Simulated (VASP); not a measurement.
Write the native input for VASP 6.6.1 that does the following.

- Task: single point
- Functional: LDA
- Potentials or basis: VASP PAW LDA potentials, release 64 (W_sv, C, F)
- Cutoff: 520 eV
- k mesh: 3 × 3 × 1
- Occupations: gaussian, width 0.1 eV
- Spin: no spin polarisation
- Dipole correction: no
- Further INCAR settings: ALGO = Normal; EDIFF = 1e-06; NBANDS = 94; NELMDL = -8

The structure of W4C4F lies in POSCAR:

```
W4C4F
1.0
    5.6929600000      0.0000000000      0.0000000000
   -2.8464800000      4.9302480000      0.0000000000
    0.0000000000      0.0000000000     15.1931300000
W C F
8 8 2
Direct
    0.0000000000      0.0000000000      0.0658192222
   -0.0032932529     -0.0016122921      0.2527221185
    0.0000000000      0.5000000000      0.0658192222
   -0.0032979486      0.4983870994      0.2527228425
    0.5000000000      0.0000000000      0.0658192222
    0.4981823637     -0.0008764265      0.2508154673
    0.5000000000      0.5000000000      0.0658192222
    0.4981832711      0.4991292527      0.2508194822
    0.3315197604      0.1657800987      0.1531424400
    0.3386946825      0.1693805261      0.3355954961
    0.3315277372      0.6657746223      0.1531432299
    0.3386764309      0.6693886393      0.3355904280
    0.8333699318      0.1666885723      0.1517618160
    0.8194317175      0.1597653911      0.3263223575
    0.8333546935      0.6666970911      0.1517589200
    0.8194333794      0.6597469336      0.3263267016
    1.3192239440      1.1596923725      0.4216344493
    1.3193052722      1.6597461223      0.4216306317
```

One way to write it, as run:

INCAR

```
SYSTEM = W4C4F
PREC = Accurate
ENCUT = 520
EDIFF = 1E-6
ISMEAR = 0
SIGMA = 0.1
LREAL = .FALSE.
LASPH = .TRUE.
NELM = 120
ALGO = Normal
ISIF = 2
LWAVE = .FALSE.
LCHARG = .FALSE.
NBANDS = 94
GGA_COMPAT = .FALSE.
NELMDL = -8
```

KPOINTS

```
Automatic mesh
0
G
  3 3 1
  0 0 0
```

Potentials or basis: VASP PAW LDA potentials, release 64 (W_sv, C, F).

Launch:

```console
$ cat potpaw_LDA.64/W_sv/POTCAR potpaw_LDA.64/C/POTCAR potpaw_LDA.64/F/POTCAR > POTCAR
$ mpirun -np 1 vasp_std > vasp.out
```

It gave:

```yaml
Largest_force: 0.550 eV/Å
Band_gap_on_the_k_mesh: zero (bands 79 and 80 overlap by 1.07 eV)
```

Caveat: the k points lie up to 0.42 Å⁻¹ apart, too coarse for converged energies and pressures of a metal; spin-orbit coupling is left out, which moves the levels of the heavy elements.

Run time: 17 min on 1 thread of Intel Xeon 8259CL (shared host), peak memory 0.47 GiB.
